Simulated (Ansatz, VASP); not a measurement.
**One calculation of C, two programs**

File INCAR:

```
SYSTEM = C
PREC = Accurate
ENCUT = 520
EDIFF = 1E-7
ISMEAR = -1
SIGMA = 0.05
LREAL = .False.
LASPH = .True.
NELM = 80
ALGO = Normal
ISIF = 2
LWAVE = .False.
LCHARG = .False.
GGA = B5
ALDAX = 1.0
AGGAX = 1.0
AGGAC = 1.0
ALDAC = 0.0
NBANDS = 11
```

The input KPOINTS:

```
Automatic mesh
0
Gamma
  13 13 13
  0 0 0
```

Contents of POSCAR:

```
C
1.0
    0.0000000000      1.7833700000      1.7833700000
    1.7833700000      0.0000000000      1.7833700000
    1.7833700000      1.7833700000      0.0000000000
C
2
Direct
    0.7500000000      0.7500000000      0.7500000000
    0.5000000000      0.5000000000      0.5000000000
```

The input input.yaml:

```yaml
crystal:
  lattice:
    - [0.0, 1.78337, 1.78337]
    - [1.78337, 0.0, 1.78337]
    - [1.78337, 1.78337, 0.0]
  atoms:
    - { symbol: C, position: [0.75, 0.75, 0.75] }
    - { symbol: C, position: [0.5, 0.5, 0.5] }
hamiltonian:
  xc: blyp
  pseudopotentials: { kind: paw }
kpoints:
  mp_grid: { grid: [13, 13, 13] }
scf:
  occupations: { method: fermi_dirac, width: 0.05 }
output:
  forces: true
  stress: true
  eigenvalues: true
```

Alike in both runs: task single point; functional BLYP; k mesh 13 × 13 × 13; occupations fermi-dirac, width 0.05 eV; no spin polarisation.

|  | VASP | Ansatz |
| --- | --- | --- |
| version | VASP 6.6.1 | Ansatz 0.2.0 |
| potentials or method | VASP PAW PBE potentials, release 64 (C) | Ansatz PAW |
| plane-wave cutoff (eV) | 520 | 420 |
| valence electrons in the cell | 8 | 8 |

VASP gave:

| Property | Result |
| --- | --- |
| gap on the k mesh at the Fermi level (eV) | 4.47 |
| least direct gap on the mesh (eV) | 5.74 |
| pressure (GPa) | 11.7 |

What did Ansatz give for the same quantities?

gap on the k mesh at the Fermi level (eV): 4.47; least direct gap on the mesh (eV): 5.73; pressure (GPa): 11.0.

VASP's potentials were made for PBE, not for BLYP.

Noted on Ansatz's run: Pulay correction over one GPa; odd divisions of the mesh miss points on the zone boundary, where band edges often lie, so the gap on the mesh can be too wide.
